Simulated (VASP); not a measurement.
# BeTe (F-43m) in VASP: elastic constants with r2SCAN

Aim: the elastic constants of BeTe with r2SCAN.

Everything below comes from runs of VASP 6.6.1. Logs are shortened: lines on timing, memory, paths and dates and some standing lists are left out, and cuts for length are marked.

## Step 1: The cell of the first run

Symmetry: F-43m, No. 216, cubic system. Conventional cell: a = 5.657 Å, b = 5.657 Å, c = 5.657 Å, α = 90.00°, β = 90.00°, γ = 90.00°. Be (site symmetry -43m) has 4 Te at 2.45 Å within 3.2 Å. Within 3.2 Å of Te (site symmetry -43m) lie 4 Be at 2.45 Å.

## Step 2: Elastic constants, r2SCAN

INCAR reads:

```
SYSTEM = BeTe
  PREC = Accurate
  ENCUT = 600
  EDIFF = 1E-8
  ISMEAR = 0
  SIGMA = 0.01
  LREAL = .False.
  LASPH = .True.
  NELM = 80
  ALGO = Normal
  ISIF = 3
  LWAVE = .False.
  LCHARG = .True.
  METAGGA = R2SCAN
  LMIXTAU = .True.
  IBRION = 6
  NFREE = 2
  POTIM = 0.015
  NSW = 1
```

KPOINTS reads:

```
regular mesh
0
Gamma
  8 8 8
  0 0 0
```

POSCAR reads:

```
BeTe
1.0
    2.8284062986      2.8284062986      0.0000000000
   -2.8284062986      2.8284062986      0.0000000000
    0.0000000000      2.8284062986      2.8284062986
Be Te
1 1
Direct
    0.0000000000      0.0000000000      0.0000000000
    0.7500000000      0.2500000000      0.5000000000
```

Potentials or basis: VASP PAW PBE potentials, release 64 (Be, Te).

On the command line:

```sh
$ cat potpaw_PBE.64/Be/POTCAR potpaw_PBE.64/Te/POTCAR > POTCAR
$ mpirun -np 1 vasp_std > vasp.out
```

OUTCAR:

```text
SYSTEM = BeTe
   PREC = Accurate
   ENCUT = 600
   EDIFF = 1E-8
   ISMEAR = 0
   LREAL = .False.
   LASPH = .True.
   NELM = 80
   ISIF = 3
   METAGGA = R2SCAN
   IBRION = 6
   NFREE = 2
   POTIM = 0.015
   NSW = 1

 ion  position               nearest neighbor table
   1  0.000  0.000  0.000-   2 2.45   2 2.45   2 2.45   2 2.45
   2  0.750  0.250  0.500-   1 2.45   1 2.45   1 2.45   1 2.45

  LATTYP: Found a face centered cubic cell.
 ALAT       =     5.6568125972

  Lattice vectors:

 A1 = (   0.0000000000,   2.8284062986,   2.8284062986)
 A2 = (   2.8284062986,   0.0000000000,   2.8284062986)
 A3 = (   2.8284062986,   2.8284062986,   0.0000000000)

Analysis of symmetry for initial positions (statically):
=====================================================================
 Subroutine PRICEL returns:
 Original cell was already a primitive cell.

 Routine SETGRP: Setting up the symmetry group for a
 face centered cubic supercell.

 Subroutine GETGRP returns: Found 24 space group operations
 (whereof 24 operations were pure point group operations)
 out of a pool of 48 trial point group operations.

The static configuration has the point symmetry T_d .

Analysis of symmetry for dynamics (positions and initial velocities):
=====================================================================
 Subroutine PRICEL returns:
 Original cell was already a primitive cell.

 Routine SETGRP: Setting up the symmetry group for a
 face centered cubic supercell.

 Subroutine GETGRP returns: Found 24 space group operations
 (whereof 24 operations were pure point group operations)
 out of a pool of 48 trial point group operations.

The dynamic configuration has the point symmetry T_d .

 Subroutine INISYM returns: Found 24 space group operations
 (whereof 24 operations are pure point group operations),
[... 597 lines left out ...]
 k-point    24 :       0.5000    0.2500    0.1250
  band No.  band energies     occupation
      1      -6.2446      2.00000
      2      -0.4753      2.00000
      3       1.8397      2.00000
      4       2.8801      2.00000
      5       9.4851      0.00000
      6       9.5890      0.00000
      7      12.0117      0.00000
      8      13.1760      0.00000

 [... further k-points ...]

------------------------ aborting loop because EDIFF is reached ----------------------------------------

  FORCE on cell =-STRESS in cart. coord.  units (eV):
  Direction    XX          YY          ZZ          XY          YZ          ZX
  --------------------------------------------------------------------------------------
  -------------------------------------------------------------------------------------
  Total        0.0529781      0.0542636      0.0542636     -0.0000000     -0.0619055      0.0000000
  in kB        1.8756494      1.9211617      1.9211617     -0.0000000     -2.1917154      0.0000000
  external PRESSURE =       1.9059910 kB  Pullay stress =       0.0000000 kB
[... 17 lines left out ...]
  FREE ENERGIE OF THE ION-ELECTRON SYSTEM (eV)
  ---------------------------------------------------
  free  energy   TOTEN  =       -30.6846731411 eV

  energy  without entropy=      -30.6846731411  energy(sigma->0) =      -30.68467314

 INTERNAL STRAIN TENSORS FROM STRAINED CELLS
 ============================================

 INTERNAL STRAIN TENSOR FOR ION    1 for displacements in x,y,z  (eV/Angst):
          X           Y           Z          XY          YZ          ZX
  --------------------------------------------------------------------------------
  x     0.00000     0.00000    -0.00000     0.00000    -4.13255     0.00000
  y     0.00000    -0.00000    -0.00000    -0.00000    -0.00000    -4.13256
  z     0.00000     0.00000     0.00000    -4.13270     0.00000     0.00000

 INTERNAL STRAIN TENSORS FROM DISPLACED ATOMS
 ============================================

 INTERNAL STRAIN TENSOR FOR ION    1 for displacements in x,y,z  (eV/Angst):
          X           Y           Z          XY          YZ          ZX
  --------------------------------------------------------------------------------
  x    -0.00000     0.00000     0.00000     0.00000    -4.12303     0.00000
  y     0.00000     0.00000     0.00000     0.00000    -0.00000    -4.12303
  z     0.00000     0.00000    -0.00000    -4.12303     0.00000     0.00000

 INTERNAL STRAIN TENSOR FOR ION    2 for displacements in x,y,z  (eV/Angst):
          X           Y           Z          XY          YZ          ZX
  --------------------------------------------------------------------------------
  x    -0.00000     0.00000     0.00000     0.00000     4.12780     0.00000
  y    -0.00000    -0.00000    -0.00000     0.00000     0.00000     4.12780
  z     0.00000     0.00000    -0.00000     4.12780     0.00000     0.00000

 Eigenvectors and eigenvalues of the dynamical matrix
 ----------------------------------------------------

   1 f  =   13.728593 THz    86.259295 2PiTHz  457.936578 cm-1    56.776874 meV
             X         Y         Z           dx          dy          dz
      0.000000  0.000000  0.000000    -0.000000    0.966444    0.000000
      1.414203  4.242609  1.414203    -0.000000   -0.256877    0.000000
[... 21 lines left out ...]
   6 f/i=    0.000314 THz     0.001973 2PiTHz    0.010474 cm-1     0.001299 meV
             X         Y         Z           dx          dy          dz
      0.000000  0.000000  0.000000    -0.256877   -0.000000   -0.000000
      1.414203  4.242609  1.414203    -0.966444   -0.000000    0.000000

--------------------------------------------------------------------------------------------------------

 ELASTIC MODULI CONTR FROM IONIC RELAXATION (kBar)
 Direction    XX          YY          ZZ          XY          YZ          ZX
 --------------------------------------------------------------------------------
 XX          -0.0000     -0.0000     -0.0000     -0.0000      0.0000      0.0000
 YY          -0.0000     -0.0000     -0.0000     -0.0000     -0.0000      0.0000
 ZZ          -0.0000     -0.0000     -0.0000      0.0000     -0.0000      0.0000
 XY          -0.0000     -0.0000      0.0000    -92.8063      0.0000      0.0000
 YZ           0.0000     -0.0000     -0.0000      0.0000    -92.8063     -0.0000
 ZX           0.0000      0.0000      0.0000      0.0000     -0.0000    -92.8063
 --------------------------------------------------------------------------------

 TOTAL ELASTIC MODULI (kBar)
 Direction    XX          YY          ZZ          XY          YZ          ZX
 --------------------------------------------------------------------------------
 XX        1020.6746    393.9155    393.9155     -0.0000     -0.0000      0.0000
 YY         393.9155   1020.6746    393.9155     -0.0000     -0.0000      0.0000
 ZZ         393.9155    393.9155   1020.6746     -0.0000     -0.0000      0.0000
 XY          -0.0000     -0.0000     -0.0000    524.0823      0.0000      0.0000
 YZ          -0.0000     -0.0000     -0.0000      0.0000    524.0823     -0.0000
 ZX           0.0000      0.0000      0.0000      0.0000     -0.0000    524.0823
 --------------------------------------------------------------------------------
```

stdout:

```text
POSCAR found type information on POSCAR BeTe
 POSCAR found :  2 types and       2 ions
 scaLAPACK will be used
 -----------------------------------------------------------------------------
|                                                                             |
|                                                                             |
|     You enforced a specific xc type in the INCAR file but a different       |
|     I HOPE YOU KNOW WHAT YOU ARE DOING!                                     |
|                                                                             |
[... 33 lines left out ...]
 Finite differences progress:
 bond charge predicted
 Finite differences progress:
 bond charge predicted
 Finite differences progress:
 bond charge predicted
 Finite differences progress:
 bond charge predicted
 Finite differences progress:
 bond charge predicted
 Finite differences progress:
```

It took 68 min on 1 thread of Oxide Virtual Turin-like, shared host; peak memory 0.26 GiB.

Results:

```yaml
Elastic_constants_C11_C12_C44: 102, 39, 52 GPa
Voigt_bulk_modulus: 60 GPa
Highest_phonon_frequency_at_Γ_LO-TO_splitting_left_out: 458 cm⁻¹
```

Phonon frequencies in cm⁻¹ (negative: imaginary):
```tsv
q point	frequencies
(0.000, 0.000, 0.000)	0 0 0 458 458 458
```

Elastic tensor in Voigt notation (GPa, in the Cartesian axes of the cell as first typed):
```
102  39  39   0   0   0
 39 102  39   0   0   0
 39  39 102   0   0   0
  0   0   0  52   0   0
  0   0   0   0  52   0
  0   0   0   0   0  52
```

Clamped-ion elastic tensor (GPa):
```
102  39  39   0   0   0
 39 102  39   0   0   0
 39  39 102   0   0   0
  0   0   0  62   0   0
  0   0   0   0  62   0
  0   0   0   0   0  62
```

Caveat: the PAW data sets were made with another functional, which shifts forces and pressure a little; spin-orbit coupling is left out, which moves the levels of the heavy elements.
